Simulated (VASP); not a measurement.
# Mg12Cu (a cell with a defect) in VASP: notebook

Runs on Mg12Cu (a cell with a defect). Level: PBE+D3(BJ). Tasks: single point.

Everything below comes from runs of VASP 6.6.1. Logs are shortened: lines on timing, memory, paths and dates and some standing lists are left out, and cuts for length are marked.

### Step 1. The cell of the first run

The cell holds a defect, 13 atoms: a = 6.420 Å, b = 9.630 Å, c = 5.213 Å, α = 90.00°, β = 90.00°, γ = 120.00°.

### Step 2. Single point, PBE+D3(BJ)

Contents of INCAR:

```
SYSTEM = Mg12Cu
PREC     = Accurate       ! precision mode
ENCUT    = 520            ! plane-wave cutoff, eV
EDIFF    = 1E-6           ! SCF threshold, eV
ISMEAR   = -1             ! smearing method
SIGMA    = 0.05           ! smearing width, eV
LREAL    = .FALSE.        ! projectors in reciprocal space
LASPH    = .TRUE.         ! aspherical terms in the spheres
NELM     = 100            ! most SCF steps
ALGO     = Normal         ! electronic algorithm
ISIF     = 2              ! what is computed and relaxed
LWAVE    = .FALSE.        ! write WAVECAR
LCHARG   = .FALSE.        ! write CHGCAR
GGA      = PE             ! functional
IVDW     = 12             ! dispersion correction
NBANDS   = 30             ! bands
```

Contents of KPOINTS:

```
regular mesh
0
G
  3 2 3
  0 0 0
```

Contents of POSCAR:

```
Mg12Cu
1.0
    6.4200000000      0.0000000000      0.0000000000
   -4.8150000000      8.3398250000      0.0000000000
    0.0000000000      0.0000000000      5.2130400000
Mg Cu
12 1
Direct
    0.0619618218      0.0091469629      0.0385357983
    0.1058072449      0.2141203627      0.5827464630
    0.0110897439      0.3301448853      0.1145668158
    0.2542901605      0.5904371730      0.4940856860
    0.0391631337      0.6543660412     -0.0081687187
    0.1247699589      0.8585120757      0.5237450512
    0.5550848792      0.0134615133     -0.0707278599
    0.5286216940      0.1666888590      0.4251232245
    0.5153918579      0.3414690408     -0.0362305306
    0.6864457193      0.5350916281      0.4636124757
    0.5731056148      0.6850862450     -0.0267180811
    0.6762692905      0.9000339149      0.4479681257
   -0.1262693194      0.3710500980      0.6804984503
```

Potentials or basis: VASP PAW PBE potentials, release 64 (Mg, Cu).

Run with:

```console
$ cat potpaw_PBE.64/Mg/POTCAR potpaw_PBE.64/Cu/POTCAR > POTCAR
$ mpirun -np 1 vasp_std > vasp.out
```

OUTCAR:

```text
SYSTEM = Mg12Cu
   PREC = Accurate
   ENCUT = 520
   EDIFF = 1E-6
   ISMEAR = -1
   LREAL = .FALSE.
   LASPH = .TRUE.
   NELM = 100
   ISIF = 2
   GGA = PE
   IVDW = 12
 IVDW          = 12

 ion  position               nearest neighbor table
   1  0.062  0.009  0.039-   2 3.01  12 3.03   6 3.04   9 3.09  11 3.15   6 3.17   7 3.20   8 3.29
                             3 3.29   7 3.32   5 3.35   2 3.39
   2  0.106  0.214  0.583-  13 2.65   3 2.87  12 2.98   1 3.01   9 3.02   8 3.08   3 3.16   4 3.29
                             1 3.39   6 3.50  10 3.51   7 3.56   8 3.59
   3  0.011  0.330  0.115-  13 2.53   2 2.87   4 2.95   5 3.10   8 3.13   7 3.14   2 3.16  13 3.16
                             9 3.28   1 3.29   9 3.33  11 3.59
   4  0.254  0.590  0.494-  13 2.49  12 2.87   3 2.95  11 3.07  10 3.08   6 3.09   5 3.14   5 3.16
                            11 3.24   2 3.29  10 3.41
   5  0.039  0.654  0.992-  13 2.88   6 3.01   3 3.10   4 3.14  10 3.15  11 3.15   4 3.16   9 3.21
                             6 3.28  11 3.29   1 3.35  10 3.38   7 3.40
   6  0.125  0.859  0.524-   8 2.85  10 2.99   5 3.01   1 3.04   4 3.09  12 3.12   1 3.17   7 3.19
                             5 3.28  12 3.38   2 3.50
   7  0.555  0.013  0.929-  12 2.99   8 3.02   8 3.06   3 3.14  12 3.16   6 3.19   1 3.20  11 3.23
                             9 3.30   1 3.32   5 3.40   2 3.56
   8  0.529  0.167  0.425-  13 2.49   6 2.85   9 2.96   7 3.02   7 3.06   2 3.08   3 3.13  12 3.15
                            10 3.17   1 3.29   9 3.30   2 3.59
   9  0.515  0.341  0.964-  13 2.63   8 2.96   2 3.02  10 3.07  10 3.07   1 3.09  11 3.14   5 3.21
                             3 3.28   8 3.30   7 3.30   3 3.33
  10  0.686  0.535  0.464-  13 2.67   6 2.99   9 3.07   9 3.07   4 3.08   5 3.15   8 3.17  11 3.19
                            11 3.28   5 3.38   4 3.41   2 3.51  12 3.55
  11  0.573  0.685  0.973-   4 3.07  12 3.08   9 3.14   1 3.15   5 3.15  10 3.19   7 3.23   4 3.24
                            10 3.28   5 3.29  12 3.29   3 3.59
  12  0.676  0.900  0.448-   4 2.87   2 2.98   7 2.99   1 3.03  11 3.08   6 3.12   8 3.15   7 3.16
                            11 3.29   6 3.38  10 3.55
  13  0.874  0.371  0.680-   8 2.49   4 2.49   3 2.53   9 2.63   2 2.65  10 2.67   5 2.88   3 3.16

  LATTYP: Found a simple monoclinic cell.
 ALAT       =     6.4200000000
 B/A-ratio  =     0.8120000000
 C/A-ratio  =     1.3228757108
 COS(beta)  =    -0.1889822286

  Lattice vectors:

 A1 = (   6.4200000000,   0.0000000000,   0.0000000000)
 A2 = (   0.0000000000,   0.0000000000,   5.2130400000)
 A3 = (  -1.6050000000,  -8.3398250000,   0.0000000000)

Analysis of symmetry for initial positions (statically):
=====================================================================
 Subroutine PRICEL returns:
 Original cell was already a primitive cell.

 Routine SETGRP: Setting up the symmetry group for a
 simple monoclinic supercell.
[... 164 lines left out ...]
     AMIX     =   0.40;   BMIX     =  1.00
     AMIX_MAG =   1.60;   BMIX_MAG =  1.00
  volume/ion in A,a.u.               =      21.47       144.89
  Fermi-wavevector in a.u.,A,eV,Ry     =   0.819414  1.548467  9.135478  0.671439
  Thomas-Fermi vector in A             =   1.930214
   LORBIT       =      0    0 simple, 1 ext, 2 COOP (PROOUT), +10 PAW based schemes
   GGA     = PE    functional components
   LHFCALC =     F    Hartree Fock is set to
   AEXX    =    0.0000 exact exchange contribution
   IVDW    =    12    specifies the selected vdW correction
   LEPSILON=     F    determine dielectric tensor
   LRPA    =     F    only Hartree local field effects (RPA)
 non-spin polarized calculation
  energy-cutoff  :      520.00
  volume of cell :      279.11
 maximum number of plane-waves:      7549
   NGX = 23   NGY = 35   NGZ = 19

 number of electron      34.9999991 magnetization

 Free energy of the ion-electron system (eV)
  ---------------------------------------------------
  ext. energy  EPLUGINS =         0.00000000
  ---------------------------------------------------
  free energy    TOTEN  =       -20.60050232 eV

  energy without entropy =      -20.53950944  energy(sigma->0) =      -20.57000588

 E-fermi :   2.9053     XC(G=0):  -8.7496

 val. band max:        2.8856140992   @ k =   0.0000   0.5000   0.3333
 cond. band min:       2.9160400290   @ k =   0.0000   0.5000   0.3333
 fundamental gap:      0.0304259298
 Fermi energy:         2.9052574385

 k-point     1 :       0.0000    0.0000    0.0000
  band No.  band energies     occupation
      1      -4.2253      2.00000
      2      -2.1442      2.00000
      3      -2.0019      2.00000
      4      -0.8074      2.00000
      5      -0.5706      2.00000
      6      -0.4851      2.00000
[... 309 lines left out ...]
     28       6.6234      0.00000
     29       6.8403      0.00000
 [bands above 29 left out]

------------------------ aborting loop because EDIFF is reached ----------------------------------------

 Edisp (eV)   -3.95859

 E8    (eV) :    -1.7335

  FORCE on cell =-STRESS in cart. coord.  units (eV):
  Direction    XX          YY          ZZ          XY          YZ          ZX
  --------------------------------------------------------------------------------------
  -------------------------------------------------------------------------------------
  Total      -2.44834     0.84061     0.08339     0.92043    -0.53526     1.86968
  in kB     -14.05398     4.82529     0.47866     5.28349    -3.07253    10.73237
  external pressure =       -2.92 kB  Pullay stress =        0.00 kB

 VOLUME and BASIS-vectors are now :
 -----------------------------------------------------------------------------
  energy-cutoff  :      520.00
  volume of cell :      279.11
      direct lattice vectors                 reciprocal lattice vectors
     6.420000000  0.000000000  0.000000000     0.155763240  0.089929945  0.000000000
    -4.815000000  8.339825000  0.000000000     0.000000000  0.119906593  0.000000000
     0.000000000  0.000000000  5.213040000     0.000000000  0.000000000  0.191826650

 POSITION                                       TOTAL-FORCE (eV/Angst)
 -----------------------------------------------------------------------------------
      0.35375      0.07628      0.20089        -0.004972      0.000441     -0.006399
     -0.35171      1.78573      3.03788         0.018031     -0.004653      0.000987
     -1.51845      2.75335      0.59724         0.001794      0.001891      0.000488
     -1.21041      4.92414      2.57569         0.003175     -0.000506     -0.005488
     -2.89935      5.45730      5.17046        -0.003603      0.009177      0.007141
     -3.33271      7.15984      2.73030        -0.006604     -0.011951      0.003687
      3.49883      0.11227      4.84433         0.001115     -0.005374      0.006563
      2.59114      1.39016      2.21618         0.000857      0.010333     -0.002856
      1.66464      2.84779      5.02417        -0.002157      0.002636      0.000830
      1.83052      4.46257      2.41683        -0.002958      0.004138     -0.000150
      0.38065      5.71350      5.07376         0.003341     -0.004744     -0.006566
      0.00799      7.50613      2.33528        -0.005239      0.000122      0.002411
      3.82274      3.09449      3.54747        -0.002778     -0.001510     -0.000649
 -----------------------------------------------------------------------------------
    total drift:                                0.000050      0.000293     -0.000903

  FREE ENERGIE OF THE ION-ELECTRON SYSTEM (eV)
  ---------------------------------------------------
  free  energy   TOTEN  =       -24.5590900989 eV

  energy  without entropy=      -24.4980972167  energy(sigma->0) =      -24.52859366
```

stdout:

```text
POSCAR found type information on POSCAR MgCu
 POSCAR found :  2 types and      13 ions
 scaLAPACK will be used
 LDA part: xc-table for (Slater+PW92), standard interpolation
 -----------------------------------------------------------------------------
|                                                                             |
|           W    W    AA    RRRRR   N    N  II  N    N   GGGG   !!!           |
|           W    W   A  A   R    R  NN   N  II  NN   N  G    G  !!!           |
|           W    W  A    A  R    R  N N  N  II  N N  N  G       !!!           |
|           W WW W  AAAAAA  RRRRR   N  N N  II  N  N N  G  GGG   !            |
|           WW  WW  A    A  R   R   N   NN  II  N   NN  G    G                |
|           W    W  A    A  R    R  N    N  II  N    N   GGGG   !!!           |
|                                                                             |
|     Your reciprocal lattice and k-lattice belong to different lattice       |
|     classes:                                                                |
|                                                                             |
|        The reciprocal lattice is simple monoclinic,                         |
|        whereas your k-lattice is hexagonal.                                 |
|                                                                             |
|     Results are often still useful ...                                      |
|                                                                             |
 -----------------------------------------------------------------------------

 POSCAR, INCAR and KPOINTS ok, starting setup
 FFT: planning ... GRIDC
 FFT: planning ... GRID_SOFT
 FFT: planning ... GRID
 WAVECAR not read
 entering main loop
```

It took 2.1 min on 1 thread of Intel Xeon 8259CL, shared host; peak memory 0.39 GiB.

What came out:

- Free energy: -24.5591 eV
- Pressure: -0.3 GPa
- Largest force: 0.019 eV/Å
- Band gap on the k mesh: zero (an odd number of electrons rules out a gap without spin polarisation)
- Dispersion energy per atom: -0.305 eV

Forces in eV/Å, atoms in the order of the input:
```
Mg  -0.005  0.000 -0.006
Mg   0.018 -0.005  0.001
Mg   0.002  0.002  0.000
Mg   0.003 -0.001 -0.005
Mg  -0.004  0.009  0.007
Mg  -0.007 -0.012  0.004
Mg   0.001 -0.005  0.007
Mg   0.001  0.010 -0.003
Mg  -0.002  0.003  0.001
Mg  -0.003  0.004  0.000
Mg   0.003 -0.005 -0.007
Mg  -0.005  0.000  0.002
Cu  -0.003 -0.002 -0.001
```

Levels at points of the mesh, in eV from the Fermi level:
| k point | band 13 | band 14 | band 15 | band 16 | band 17 | band 18 | band 19 | band 20 | band 21 | band 22 |
| --- | --- | --- | --- | --- | --- | --- | --- | --- | --- | --- |
| (0.00, 0.00, 0.00) | -1.67 | -1.46 | -0.39 | -0.19 | 0.11 | 0.24 | 0.46 | 0.50 | 1.39 | 1.56 |
| (0.00, 0.50, 0.00) | -1.95 | -1.29 | -1.23 | -1.00 | -0.73 | -0.48 | 0.10 | 1.65 | 1.67 | 1.95 |

Caveat: the k points lie up to 0.40 Å⁻¹ apart, too coarse for converged energies and pressures of a metal.

### Step 3. Single point, PBE+D3(BJ)

Contents of INCAR:

```
PREC     = Accurate       # precision mode
ENCUT    = 520            # plane-wave cutoff, eV
EDIFF    = 1E-6           # SCF threshold, eV
ISMEAR   = -1             # smearing method
SIGMA    = 0.05           # smearing width, eV
LREAL    = False          # projectors in reciprocal space
LASPH    = True           # aspherical terms in the spheres
NELM     = 80             # most SCF steps
ALGO     = Normal         # electronic algorithm
ISIF     = 2              # what is computed and relaxed
LWAVE    = False          # write WAVECAR
LCHARG   = False          # write CHGCAR
GGA      = PE             # functional
IVDW     = 12             # dispersion correction
NBANDS   = 30             # bands
```

Contents of KPOINTS:

```
Automatic mesh
0
Gamma
  3 2 3
```

Contents of POSCAR:

```
Mg12Cu
1.0
    6.4200000000      0.0000000000      0.0000000000
   -4.8150000000      8.3398250000      0.0000000000
    0.0000000000      0.0000000000      5.2130400000
Mg Cu
12 1
Direct
    0.0615334716      0.0090852677     -0.0380173804
    0.1053876336      0.2141479142      0.4175499054
    0.0108823900      0.3301669000     -0.1144306182
    0.2541280947      0.5905045806      0.5059495649
    0.0388107347      0.6544514239      0.0089084327
    0.1249295485      0.8584733351      0.4769423828
    0.5545928857      0.0133464004      0.0705923749
    0.5282075439      0.1667451473      0.5749690539
    0.5151179458      0.3415940162      0.0363615540
    0.6863718937      0.5353595686      0.5365647790
    0.5727985000      0.6852667131      0.0266659209
    0.6760804051      0.8999828226      0.5519592959
   -0.1265095772      0.3711797703      0.3194852241
```

Potentials or basis: VASP PAW PBE potentials, release 64 (Mg, Cu).

Run with:

```console
$ cat potpaw_PBE.64/Mg/POTCAR potpaw_PBE.64/Cu/POTCAR > POTCAR
$ mpirun -np 1 vasp_std > vasp.out
```

It took 2.1 min on 1 thread of Intel Xeon 8259CL, shared host; peak memory 0.38 GiB.

The run converged. Its results:

```
Free energy                : -24.5590 eV
Pressure                   : -0.3 GPa
Largest force              : 0.020 eV/Å
Band gap on the k mesh     : zero (an odd number of electrons rules out a gap without spin polarisation)
Dispersion energy per atom : -0.305 eV
```

Forces on the atoms (eV/Å):
```
Mg  -0.005  0.002  0.005
Mg   0.019 -0.004 -0.004
Mg  -0.001  0.003  0.001
Mg   0.002 -0.005  0.009
Mg  -0.003  0.006 -0.015
Mg  -0.010 -0.009 -0.002
Mg   0.001 -0.003 -0.004
Mg   0.005  0.016  0.000
Mg  -0.003  0.002  0.000
Mg  -0.002  0.000  0.000
Mg   0.004 -0.009  0.008
Mg  -0.003  0.003 -0.003
Cu  -0.005 -0.003  0.005
```

Stress tensor (GPa, compression positive):
```
-1.41  0.53 -1.07
 0.53  0.49  0.31
-1.07  0.31  0.04
```

Levels at points of the mesh, in eV from the Fermi level:
| k point | band 14 | band 15 | band 16 | band 17 | band 18 | band 19 | band 20 | band 21 |
| --- | --- | --- | --- | --- | --- | --- | --- | --- |
| (0.00, 0.00, 0.00) | -1.46 | -0.39 | -0.19 | 0.11 | 0.25 | 0.46 | 0.50 | 1.39 |
| (0.00, 0.50, 0.00) | -1.29 | -1.23 | -0.99 | -0.73 | -0.48 | 0.10 | 1.65 | 1.67 |

Caveat: the k points lie up to 0.40 Å⁻¹ apart, too coarse for converged energies and pressures of a metal.

### Step 4. Single point, PBE+D3(BJ)

Contents of INCAR:

```
SYSTEM = Mg12Cu
PREC = Accurate ; ENCUT = 520
EDIFF = 1E-6 ; ISMEAR = -1
SIGMA = 0.05 ; LREAL = .FALSE.
LASPH = .TRUE. ; NELM = 60
ALGO = Normal ; ISIF = 2
LWAVE = .FALSE. ; LCHARG = .FALSE.
GGA = PE ; IVDW = 12
NBANDS = 30
```

Contents of KPOINTS:

```
Automatic mesh
0
G
  3 2 3
  0 0 0
```

Contents of POSCAR:

```
Mg12Cu
1.0
    6.4200000000      0.0000000000      0.0000000000
   -4.8150000000      8.3398250000      0.0000000000
    0.0000000000      0.0000000000      5.2130400000
Mg Cu
12 1
Direct
    0.0619617735      0.0091469545      0.0385358639
    0.1058072184      0.2141203203      0.5827465356
    0.0110896997      0.3301449371      0.1145667403
    0.2542902124      0.5904372094      0.4940856007
    0.0391631359      0.6543660089     -0.0081687461
    0.1247699298      0.8585121390      0.5237450701
    0.5550849501      0.0134615534     -0.0707278287
    0.5286216365      0.1666888694      0.4251231527
    0.5153918079      0.3414690356     -0.0362304912
    0.6864457097      0.5350916836      0.4636124027
    0.5731056141      0.6850861979     -0.0267179995
    0.6762693304      0.9000338736      0.4479681721
   -0.1262692696      0.3710501120      0.6804985191
```

Run with:

```console
$ cat potpaw_PBE.64/Mg/POTCAR potpaw_PBE.64/Cu/POTCAR > POTCAR
$ mpirun -np 1 vasp_std > vasp.out
```

Run time: 2 min. Hardware: 1 thread of Intel Xeon 8259CL, shared host; peak memory 0.39 GiB.

It converged, with:

* Free energy: -24.5591 eV
* Pressure: -0.3 GPa
* Largest force: 0.019 eV/Å
* Band gap on the k mesh: zero (an odd number of electrons rules out a gap without spin polarisation)
* Dispersion energy per atom: -0.305 eV

Forces in eV/Å, atoms in the order of the input:
```
Mg  -0.005  0.000 -0.006
Mg   0.018 -0.005  0.001
Mg   0.002  0.002  0.000
Mg   0.003 -0.001 -0.005
Mg  -0.004  0.009  0.007
Mg  -0.007 -0.012  0.004
Mg   0.001 -0.005  0.007
Mg   0.001  0.010 -0.003
Mg  -0.002  0.003  0.001
Mg  -0.003  0.004  0.000
Mg   0.003 -0.005 -0.007
Mg  -0.005  0.000  0.002
Cu  -0.003 -0.002 -0.001
```

Stress tensor (GPa, compression positive):
```
-1.41  0.53  1.07
 0.53  0.48 -0.31
 1.07 -0.31  0.05
```

Levels at points of the mesh, in eV from the Fermi level:
```
           k point  band 15  band 16  band 17  band 18  band 19  band 20
(0.00, 0.00, 0.00)    -0.39    -0.19     0.11     0.24     0.46     0.50
(0.00, 0.50, 0.00)    -1.23    -1.00    -0.73    -0.48     0.10     1.65
```

Caveat: the k points lie up to 0.40 Å⁻¹ apart, too coarse for converged energies and pressures of a metal.

(Continued in part 2 of 2.)

The gap in the log of VASP goes by the Fermi energy; the results here count the filled bands.